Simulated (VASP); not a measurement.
Here is a VASP 6.6.1 calculation.

The input INCAR:

```
  PREC = Accurate
  ENCUT = 520
  EDIFF = 1E-7
  ISMEAR = -1
  SIGMA = 0.1
  LREAL = F
  LASPH = T
  NELM = 80
  ALGO = Normal
  ISIF = 2
  LWAVE = F
  LCHARG = F
  GGA = B5
  ALDAX = 1.0
  AGGAX = 1.0
  AGGAC = 1.0
  ALDAC = 0.0
  NBANDS = 10
```

The input KPOINTS:

```
regular mesh
0
Gamma
  13 13 13
```

Contents of POSCAR:

```
Rb
1.0
   -2.8786617975      2.8786617975      2.8786617975
    2.8786617975     -2.8786617975      2.8786617975
    2.8786617975      2.8786617975     -2.8786617975
Rb
1
Direct
    0.0000000000      0.0000000000      0.0000000000
```

Potentials or basis: VASP PAW PBE potentials, release 64 (Rb_sv).

Launch:

```console
$ cat potpaw_PBE.64/Rb_sv/POTCAR > POTCAR
$ mpirun -np 1 vasp_std > vasp.out
```

Task: Estimate the pressure.

Result: 0.0 GPa.

Caveat: the PAW data sets were made with another functional, which shifts forces and pressure a little.
